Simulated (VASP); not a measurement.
# TaN (P6_3/mmc) in VASP: a series of runs

The runs below take TaN through single point, with PBE.

Everything below comes from runs of VASP 6.6.1. Logs are shortened: lines on timing, memory, paths and dates and some standing lists are left out, and cuts for length are marked.

### Step 1. The cell of the first run

The structure is hexagonal, space group P6_3/mmc (No. 194). The conventional cell has a = 3.038 Å, b = 3.038 Å, c = 4.902 Å, α = 90.00°, β = 90.00°, γ = 120.00°. Within 2.8 Å of Ta (site symmetry -3m) lie 6 N at 2.14 Å and 2 Ta at 2.45 Å. Within 2.8 Å of N (site symmetry -6m2) lie 6 Ta at 2.14 Å.

### Step 2. Single point, PBE (volume scaled by 0.99)

INCAR

```
SYSTEM = TaN
PREC = Accurate
ENCUT = 520
EDIFF = 1E-6
ISMEAR = -1
SIGMA = 0.01
LREAL = .FALSE.
LASPH = .TRUE.
NELM = 100
ALGO = Normal
ISIF = 2
LWAVE = .FALSE.
LCHARG = .FALSE.
GGA = PE
NBANDS = 24
```

KPOINTS

```
Automatic mesh
0
G
  9 9 5
  0 0 0
```

POSCAR

```
TaN
1.0
    3.0378079159      0.0000000000      0.0000000000
   -1.5189039580      2.6308188269      0.0000000000
    0.0000000000      0.0000000000      4.9015517166
Ta N
2 2
Direct
    0.0000000000      0.0000000000      0.0000000000
    0.0000000000      0.0000000000      0.5000000000
    0.3333333333      0.6666666667      0.2500000000
    0.6666666667      0.3333333333      0.7500000000
```

Potentials or basis: VASP PAW PBE potentials, release 64 (Ta_pv, N).

On the command line:

```
$ cat potpaw_PBE.64/Ta_pv/POTCAR potpaw_PBE.64/N/POTCAR > POTCAR
$ mpirun -np 1 vasp_std > vasp.out
```

OUTCAR:

```text
SYSTEM = TaN
   PREC = Accurate
   ENCUT = 520
   EDIFF = 1E-6
   ISMEAR = -1
   LREAL = .FALSE.
   LASPH = .TRUE.
   NELM = 100
   ISIF = 2
   GGA = PE

 ion  position               nearest neighbor table
   1  0.000  0.000  0.000-   3 2.14   4 2.14   3 2.14   4 2.14   4 2.14   3 2.14   2 2.45   2 2.45

   2  0.000  0.000  0.500-   3 2.14   4 2.14   3 2.14   4 2.14   4 2.14   3 2.14   1 2.45   1 2.45

   3  0.333  0.667  0.250-   1 2.14   2 2.14   1 2.14   2 2.14   1 2.14   2 2.14
   4  0.667  0.333  0.750-   1 2.14   2 2.14   1 2.14   2 2.14   1 2.14   2 2.14

  LATTYP: Found a hexagonal cell.
 ALAT       =     3.0378079159
 C/A-ratio  =     1.6135160130

  Lattice vectors:

 A1 = (   3.0378079159,   0.0000000000,   0.0000000000)
 A2 = (  -1.5189039580,   2.6308188269,   0.0000000000)
 A3 = (   0.0000000000,   0.0000000000,   4.9015517166)

Analysis of symmetry for initial positions (statically):
=====================================================================
 Subroutine PRICEL returns:
 Original cell was already a primitive cell.

 Routine SETGRP: Setting up the symmetry group for a
 hexagonal supercell.

 Subroutine GETGRP returns: Found 24 space group operations
 (whereof 12 operations were pure point group operations)
 out of a pool of 24 trial point group operations.

The static configuration has the point symmetry D_3d.
 The point group associated with its full space group is D_6h.

Analysis of symmetry for dynamics (positions and initial velocities):
=====================================================================
 Subroutine PRICEL returns:
 Original cell was already a primitive cell.

 Routine SETGRP: Setting up the symmetry group for a
 hexagonal supercell.

 Subroutine GETGRP returns: Found 24 space group operations
 (whereof 12 operations were pure point group operations)
 out of a pool of 24 trial point group operations.

The dynamic configuration has the point symmetry D_3d.
 The point group associated with its full space group is D_6h.

 Subroutine INISYM returns: Found 24 space group operations
 (whereof 12 operations are pure point group operations),
 and found     1 'primitive' translations

----------------------------------------------------------------------------------------

                                     Primitive cell

  volume of cell :      39.1728

  direct lattice vectors                    reciprocal lattice vectors
     3.037807916  0.000000000  0.000000000     0.329184737  0.190054897  0.000000000
    -1.518903958  2.630818827  0.000000000     0.000000000  0.380109793  0.000000000
     0.000000000  0.000000000  4.901551717     0.000000000  0.000000000  0.204017025

  length of vectors
     3.037807916  3.037807916  4.901551717     0.380109793  0.380109793  0.204017025

  position of ions in fractional coordinates (direct lattice)
     0.000000000  0.000000000  0.000000000
     0.000000000  0.000000000  0.500000000
     0.333333333  0.666666667  0.250000000
     0.666666667  0.333333333  0.750000000

  ion indices of the primitive-cell ions
   primitive index   ion index
                 1           1
                 2           2
                 3           3
                 4           4

----------------------------------------------------------------------------------------

 KPOINTS: Automatic mesh

Automatic generation of k-mesh.
 Grid dimensions read from file:
 generate k-points for:    9    9    5

 Generating k-lattice:

  Cartesian coordinates                     Fractional coordinates (reciprocal lattice)
     0.036576082  0.021117211  0.000000000     0.111111111  0.000000000  0.000000000
     0.000000000  0.042234421  0.000000000     0.000000000  0.111111111  0.000000000
     0.000000000  0.000000000  0.040803405     0.000000000  0.000000000  0.200000000

  Length of vectors
     0.042234421  0.042234421  0.040803405

  Shift w.r.t. Gamma in fractional coordinates (k-lattice)
     0.000000000  0.000000000  0.000000000

 Subroutine IBZKPT returns following result:
 ===========================================

 Found     36 irreducible k-points:

 Following reciprocal coordinates:
            Coordinates               Weight
  0.000000  0.000000  0.000000      1.000000
  0.111111  0.000000  0.000000      6.000000
  0.222222  0.000000  0.000000      6.000000
  0.333333  0.000000  0.000000      6.000000
  0.444444  0.000000  0.000000      6.000000
  0.111111  0.111111  0.000000      6.000000
[... 16 lines left out ...]
  0.333333  0.222222  0.200000     24.000000
  0.333333  0.333333  0.200000      4.000000
 [... further k-points ...]
   k-points           NKPTS =     36   k-points in BZ     NKDIM =     36   number of bands    NBANDS=     24
   number of dos      NEDOS =    301   number of ions     NIONS =      4
   total plane-waves  NPLWV =  20736
   dimension x,y,z NGX =    24 NGY =   24 NGZ =   36
   dimension x,y,z NGXF=    48 NGYF=   48 NGZF=   72
   ions per type =               2   2
   NGX,Y,Z   is equivalent  to a cutoff of  13.13, 13.13, 12.21 a.u.
   NGXF,Y,Z  is equivalent  to a cutoff of  26.27, 26.27, 24.42 a.u.
 SYSTEM =  TaN
   PREC   = accura    normal or accurate (medium, high low for compatibility)
   ISTART =      0    job   : 0-new  1-cont  2-samecut
   ICHARG =      2    charge: 1-file 2-atom 10-const
   ISPIN  =      1    spin polarized calculation?
   LNONCOLLINEAR =      F non collinear calculations
   LSORBIT =      F    spin-orbit coupling
   LASPH  =      T    aspherical Exc in radial PAW
   ENCUT  =  520.0 eV  38.22 Ry    6.18 a.u.   5.65  5.65  9.11*2*pi/ulx,y,z
   NELM   =    100;   NELMIN=  2; NELMDL= -5     # of ELM steps
   EDIFF  = 0.1E-05   stopping-criterion for ELM
   LREAL  =      F    real-space projection
   EDIFFG = 0.1E-04   stopping-criterion for IOM
   NSW    =      0    number of steps for IOM
   IBRION =     -1    ionic relax: 0-MD 1-quasi-New 2-CG
   NFREE  =      0    steps in history (QN), initial steepest desc. (CG)
   ISIF   =      2    stress and relaxation
   ISYM   =      2    0-nonsym 1-usesym 2-fastsym
   POTIM  = 0.5000    time-step for ionic-motion
   TEBEG  =    0.0;   TEEND  =   0.0 temperature during run
   PSTRESS=    0.0 pullay stress
   NELECT =      32.0000    total number of electrons
   NUPDOWN=      -1.0000    fix difference up-down
   EMIN   =  10.00;   EMAX   =-10.00  energy-range for DOS
   EFERMI =   0.00;   METHOD = LEGACY
   ISMEAR =    -1;   SIGMA  =   0.01  broadening in eV -4-tet -1-fermi 0-gaus
   EFERMI_NEDOS =   21; number of points for ismear=-14 and -15
   IALGO  =     38    algorithm
   IMIX   =      4    mixing-type and parameters
     AMIX     =   0.40;   BMIX     =  1.00
     AMIX_MAG =   1.60;   BMIX_MAG =  1.00
  volume/ion in A,a.u.               =       9.79        66.09
  Fermi-wavevector in a.u.,A,eV,Ry     =   1.530370  2.891981 31.865299  2.342033
  Thomas-Fermi vector in A             =   2.637863
   LORBIT       =      0    0 simple, 1 ext, 2 COOP (PROOUT), +10 PAW based schemes
   GGA     = PE    functional components
   LHFCALC =     F    Hartree Fock is set to
   AEXX    =    0.0000 exact exchange contribution
   IVDW    =     0    specifies the selected vdW correction
   LEPSILON=     F    determine dielectric tensor
   LRPA    =     F    only Hartree local field effects (RPA)
 non-spin polarized calculation
  energy-cutoff  :      520.00
  volume of cell :       39.17
 maximum number of plane-waves:      1087
 NGX is ok and might be reduce to    24
   NGX = 11   NGY = 11   NGZ = 19

 number of electron      32.0000003 magnetization

 Free energy of the ion-electron system (eV)
  ---------------------------------------------------
  ext. energy  EPLUGINS =         0.00000000
  ---------------------------------------------------
  free energy    TOTEN  =       -41.13218375 eV

  energy without entropy =      -41.13034404  energy(sigma->0) =      -41.13126390

 E-fermi :  10.0056     XC(G=0): -13.8039

 val. band max:       10.0012154362   @ k =   0.2222   0.2222   0.4000
 cond. band min:      10.0146194782   @ k =   0.2222   0.0000   0.2000
 fundamental gap:      0.0134040420
 Fermi energy:        10.0056481152

 k-point     1 :       0.0000    0.0000    0.0000
  band No.  band energies     occupation
      1     -27.2045      2.00000
      2     -25.3111      2.00000
      3     -25.3111      2.00000
      4     -24.9237      2.00000
      5     -24.9237      2.00000
      6     -24.0831      2.00000
[... 16 lines left out ...]
     23      15.1457      0.00000
     24      16.7831      0.00000

 k-point     2 :       0.1111    0.0000    0.0000
  band No.  band energies     occupation
      1     -27.1767      2.00000
      2     -25.4308      2.00000
      3     -25.3359      2.00000
      4     -25.0147      2.00000
      5     -24.9432      2.00000
      6     -24.0723      2.00000
[... 16 lines left out ...]
     23      15.5843      0.00000
     24      16.7041      0.00000

 k-point     3 :       0.2222    0.0000    0.0000
  band No.  band energies     occupation
      1     -27.1055      2.00000
      2     -25.7216      2.00000
      3     -25.3979      2.00000
      4     -25.2392      2.00000
      5     -24.9924      2.00000
      6     -24.0449      2.00000
[... 16 lines left out ...]
     23      16.7489      0.00000
     24      16.8682      0.00000
[... 514 lines left out ...]
 k-point    23 :       0.3333    0.2222    0.2000
  band No.  band energies     occupation
      1     -26.6992      2.00000
      2     -26.0593      2.00000
      3     -25.7128      2.00000
      4     -25.6035      2.00000
      5     -25.3197      2.00000
      6     -24.3141      2.00000
[... 16 lines left out ...]
     23      16.7961      0.00000
     24      18.0290      0.00000

 k-point    24 :       0.3333    0.3333    0.2000
  band No.  band energies     occupation
      1     -26.6847      2.00000
      2     -25.9204      2.00000
      3     -25.9204      2.00000
      4     -25.4900      2.00000
      5     -25.4900      2.00000
      6     -24.3074      2.00000
[... 16 lines left out ...]
     23      17.4991      0.00000
     24      17.4991      0.00000

 [... further k-points ...]

------------------------ aborting loop because EDIFF is reached ----------------------------------------

  FORCE on cell =-STRESS in cart. coord.  units (eV):
  Direction    XX          YY          ZZ          XY          YZ          ZX
  --------------------------------------------------------------------------------------
  -------------------------------------------------------------------------------------
  Total        9.1174542      9.1174542     30.6537505     -0.0000000      0.0000000      0.0000000
  in kB      372.9059670    372.9059670   1253.7454239     -0.0000000      0.0000000      0.0000000
  external PRESSURE =     666.5191193 kB  Pullay stress =       0.0000000 kB

 VOLUME and BASIS-vectors are now :
 -----------------------------------------------------------------------------
  energy-cutoff  :      520.00
  volume of cell :       39.17
      direct lattice vectors                 reciprocal lattice vectors
     3.037807916  0.000000000  0.000000000     0.329184737  0.190054897  0.000000000
    -1.518903958  2.630818827  0.000000000     0.000000000  0.380109793  0.000000000
     0.000000000  0.000000000  4.901551717     0.000000000  0.000000000  0.204017025

 POSITION                                       TOTAL-FORCE (eV/Angst)
 -----------------------------------------------------------------------------------
      0.00000      0.00000      0.00000         0.000000      0.000000      0.000000
      0.00000      0.00000      2.45078         0.000000      0.000000      0.000000
     -0.00000      1.75388      1.22539        -0.000000      0.000000     -0.000000
      1.51890      0.87694      3.67616        -0.000000     -0.000000      0.000000
 -----------------------------------------------------------------------------------
    total drift:                               -0.000000      0.000000      0.000000

  FREE ENERGIE OF THE ION-ELECTRON SYSTEM (eV)
  ---------------------------------------------------
  free  energy   TOTEN  =       -41.1321837459 eV

  energy  without entropy=      -41.1303440446  energy(sigma->0) =      -41.13126390
```

Run time: 46 s. Hardware: 1 thread of Intel Xeon 8259CL, shared host; peak memory 0.17 GiB.

Results:

```yaml
Free_energy: -41.1322 eV
Pressure: 66.7 GPa
Band_gap_on_the_k_mesh: zero (band 16 reaches 10.73 eV, above the bottom of band 17 at 8.14 eV)
```

Levels at points of the mesh, in eV from the Fermi level:
```csv
k point,band 13,band 14,band 15,band 16,band 17,band 18,band 19,band 20
"(0.00, 0.00, 0.00)",-3.65,-3.65,-3.63,-1.86,-1.86,-0.63,-0.63,2.93
```

Caveat: spin-orbit coupling is left out, which moves the levels of the heavy elements.

[end of part 1 of 2]
